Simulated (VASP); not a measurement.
A run of VASP 6.6.1 is set up as follows.

File INCAR:

```
SYSTEM = Al2O3
ALGO = Normal
EDIFF = 1E-6
ENCUT = 520
GGA = PE
ISIF = 2
ISMEAR = 0
LASPH = .TRUE.
LCHARG = .TRUE.
LELF = .TRUE.
LREAL = .FALSE.
LVHAR = .TRUE.
LWAVE = .FALSE.
NBANDS = 35
NELM = 60
PREC = Accurate
SIGMA = 0.05
```

KPOINTS

```
k-points
0
G
  6 6 6
  0 0 0
```

The input POSCAR:

```
Al2O3
1.0
    2.3529178629      1.3584577615      4.5660724047
   -2.3529178629      1.3584577615      4.5660724047
    0.0000000000     -2.7169155230      4.5660724047
Al O
4 6
Direct
    0.8559399590      0.8559399590      0.8559399590
    0.6440600410      0.6440600410      0.6440600410
    0.1440600410      0.1440600410      0.1440600410
    0.3559399590      0.3559399590      0.3559399590
    0.0561574040      0.4438425960      0.7500000000
    0.7500000000      0.0561574040      0.4438425960
    0.4438425960      0.7500000000      0.0561574040
    0.9438425960      0.5561574040      0.2500000000
    0.2500000000      0.9438425960      0.5561574040
    0.5561574040      0.2500000000      0.9438425960
```

Potentials or basis: VASP PAW PBE potentials, release 64 (Al, O).

The run is started by

```bash
$ cat potpaw_PBE.64/Al/POTCAR potpaw_PBE.64/O/POTCAR > POTCAR
$ mpirun -np 1 vasp_std > vasp.out
```

Problem. Predict the band gap on the k mesh.

Solution. 5.58 eV.

Problem. What does it give for the largest force?

Solution. 0.984 eV/Å.

Stress tensor (GPa, compression positive):
```
 11.59   0.00   0.00
  0.00  11.59   0.00
  0.00   0.00 -16.60
```

Caveat: the stress differs along the axes, from -17 to 12 GPa.
